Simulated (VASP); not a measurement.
Write the native input for VASP 6.6.1 that does the following.

- Task: single point
- Functional: PBE
- Potentials or basis: VASP PAW PBE potentials, release 64 (Rb_sv, Br, S)
- Cutoff: 520 eV
- k mesh: 5 × 5 × 5
- Occupations: fermi-dirac, width 0.0688 eV
- Spin: no spin polarisation
- Dipole correction: no
- Further INCAR settings: ALGO = Normal; EDIFF = 1e-06; NBANDS = 22

The structure of RbS2Br lies in POSCAR:

```
RbS2Br
1.0
    4.1766870000      0.0000000000      0.0000000000
   -2.0883440000      3.6171290000      0.0000000000
   -2.0883440000      1.2057130000      7.7724390000
Rb Br S
1 1 2
Direct
    0.0000000000      0.0000000000      0.0000000000
    0.5000000000      0.5000000000      0.5000000000
    0.2324000000      0.7676000000      0.6972000000
    0.7676000000      0.2324000000      0.3028000000
```

These files were run (other wordings do the same):

INCAR

```
SYSTEM = RbS2Br
  PREC = Accurate
  ENCUT = 520
  EDIFF = 1E-6
  ISMEAR = -1
  SIGMA = 0.0688
  LREAL = .False.
  LASPH = .True.
  NELM = 80
  ALGO = Normal
  ISIF = 2
  LWAVE = .False.
  LCHARG = .False.
  GGA = PE
  NBANDS = 22
```

KPOINTS

```
Automatic mesh
0
Gamma
  5 5 5
  0 0 0
```

Potentials or basis: VASP PAW PBE potentials, release 64 (Rb_sv, Br, S).

The run is started by

```console
$ cat potpaw_PBE.64/Rb_sv/POTCAR potpaw_PBE.64/Br/POTCAR potpaw_PBE.64/S/POTCAR > POTCAR
$ mpirun -np 1 vasp_std > vasp.out
```

Results of the run:

```yaml
Pressure: -0.5 GPa
Largest_force: 0.308 eV/Å
Band_gap_on_the_k_mesh: zero (bands 14 and 15 overlap by 0.40 eV)
```

Run time: 37 s on 1 thread of AMD EPYC 7R13 Processor (Zen 3) (shared host), peak memory 0.23 GiB.
